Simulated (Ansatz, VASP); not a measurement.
## CdTe: VASP beside Ansatz

```
Cd Te
1.0
     0.00000    3.15693    3.25307
     3.15693    0.00000    3.25307
     3.15693    3.15693    0.00000
Cd Te
1 1
Cartesian
  0.0000 0.0000 0.0000
  4.7354 4.7354 4.8796
```

Change from the starting cell: strain -0.015 along x and y, +0.015 along z, atoms carried along.

Alike in both runs: task single point; functional PBE; k mesh 8 × 8 × 8; occupations gaussian, width 0.05 eV; no spin polarisation.

```csv
,VASP,Ansatz
version,VASP 6.6.1,Ansatz 0.2.0
potentials or method,"VASP PAW PBE potentials, release 64 (Cd, Te), cutoff 520 eV","scalar-relativistic, plane waves, PAW"
valence electrons in the cell,18,36
```

```csv
,VASP,Ansatz,Ansatz less VASP
gap on the k mesh at the Fermi level (eV),0.88,0.88,0.000
least direct gap on the mesh (eV),0.88,0.88,0.000
pressure (GPa),5.2,5.1,-0.16
"traceless stress, the component that is largest in VASP (GPa)",-0.27,-0.27,-0.002
```

VASP's potentials hold 18 valence electrons a cell and Ansatz's 36, so a difference there can come from the potentials and not from the codes.

Spin-orbit coupling is off throughout.
